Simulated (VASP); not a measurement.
Write the native input for VASP 6.6.1 that does the following.

```
Task                   : single point
Functional             : PBE
Potentials or basis    : VASP PAW PBE potentials, release 64 (Al, In_d, P, As)
Cutoff                 : 520 eV
k mesh                 : 6 × 6 × 4
Occupations            : gaussian, width 0.1 eV
Spin                   : no spin polarisation
Dipole correction      : no
Further INCAR settings : ALGO = Normal; EDIFF = 1e-07; NBANDS = 31
```

The structure of AlIn2As2P lies in POSCAR:

```
AlIn2As2P
1.0
    5.0339537338     -0.0000000033      0.0000000000
   -2.5169768640      4.3595318166      0.0000000000
    0.0000000000      0.0000000000      5.6969718464
Al In P As
1 2 1 2
Direct
    0.0000000000      0.0000000000      0.5000000000
    0.6666666667      0.3333333333      0.8102438882
    0.3333333333      0.6666666667      0.1897561118
    0.0000000000      0.0000000000      0.0000000000
    0.6666666667      0.3333333333      0.3029656396
    0.3333333333      0.6666666667      0.6970343604
```

These files were run (other wordings do the same):

INCAR

```
ALGO     = Normal         # electronic algorithm
EDIFF    = 1E-7           # SCF threshold, eV
ENCUT    = 520            # plane-wave cutoff, eV
GGA      = PE             # functional
ISIF     = 2              # what is computed and relaxed
ISMEAR   = 0              # smearing method
LASPH    = True           # aspherical terms in the spheres
LCHARG   = True           # write CHGCAR
LELF     = True           # ELF
LREAL    = False          # projectors in reciprocal space
LVHAR    = True         
LWAVE    = False          # write WAVECAR
NBANDS   = 31             # bands
NELM     = 80             # most SCF steps
PREC     = Accurate       # precision mode
SIGMA    = 0.1            # smearing width, eV
```

KPOINTS

```
k-points
0
Gamma
  6 6 4
```

Potentials or basis: VASP PAW PBE potentials, release 64 (Al, In_d, P, As).

Command:

```sh
$ cat potpaw_PBE.64/Al/POTCAR potpaw_PBE.64/In_d/POTCAR potpaw_PBE.64/P/POTCAR potpaw_PBE.64/As/POTCAR > POTCAR
$ mpirun -np 1 vasp_std > vasp.out
```

It gave:

```yaml
Pressure: 0.1 GPa
Largest_force: 0.010 eV/Å
Band_gap_on_the_k_mesh: zero (band 22 reaches 7.61 eV, above the bottom of band 23 at 5.90 eV)
```

Caveat: spin-orbit coupling is left out, which moves the levels of the heavy elements.

Wall time 45 s on 1 thread of Intel(R) Xeon(R) 6975P-C (Granite Rapids), on a shared host, peak memory 0.3 GiB.
